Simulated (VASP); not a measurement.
Wanted: the native input for a VASP 6.6.1 run.

```yaml
Task: single point
Functional: PBE
Potentials_or_basis: VASP PAW PBE potentials, release 64 (Si, C)
Cutoff: 520 eV
k_mesh: 16 × 16 × 9
Occupations: fermi-dirac, width 0.02 eV
Spin: no spin polarisation
Dipole_correction: no
Further_INCAR_settings: ALGO = Normal; EDIFF = 1e-06; NBANDS = 16
```

The structure of SiC (Moissanite) lies in POSCAR:

```
SiC
1.0
    3.0760000000      0.0000000000      0.0000000000
   -1.5380000000      2.6638941420      0.0000000000
    0.0000000000      0.0000000000      5.1489600000
Si C
2 2
Direct
    0.3333333333      0.6666666667      0.0054982434
    0.6666666667      0.3333333333      0.5054982434
    0.3333333333      0.6666666667      0.3795017566
    0.6666666667      0.3333333333      0.8795017566
```

This cell differs from its parent crystal: z stretched by +2 %, then relaxed in part.

One way to write it, as run:

INCAR

```
  PREC = Accurate
  ENCUT = 520
  EDIFF = 1E-6
  ISMEAR = -1
  SIGMA = 0.02
  LREAL = F
  LASPH = T
  NELM = 80
  ALGO = Normal
  ISIF = 2
  LWAVE = F
  LCHARG = F
  GGA = PE
  NBANDS = 16
```

KPOINTS

```
regular mesh
0
Gamma
  16 16 9
```

Potentials or basis: VASP PAW PBE potentials, release 64 (Si, C).

Command:

```console
$ cat potpaw_PBE.64/Si/POTCAR potpaw_PBE.64/C/POTCAR > POTCAR
$ mpirun -np 1 vasp_std > vasp.out
```

It gave:

```
Pressure               : -0.9 GPa
Band gap on the k mesh : 2.23 eV, indirect (least direct gap 4.09 eV)
```

Caveat: the cell differs from its parent crystal (z stretched by +2 %, then relaxed in part).

Run time: 49 s on 1 thread of AMD EPYC 9R45 96-Core Processor (Zen 5) (shared host), peak memory 0.18 GiB.
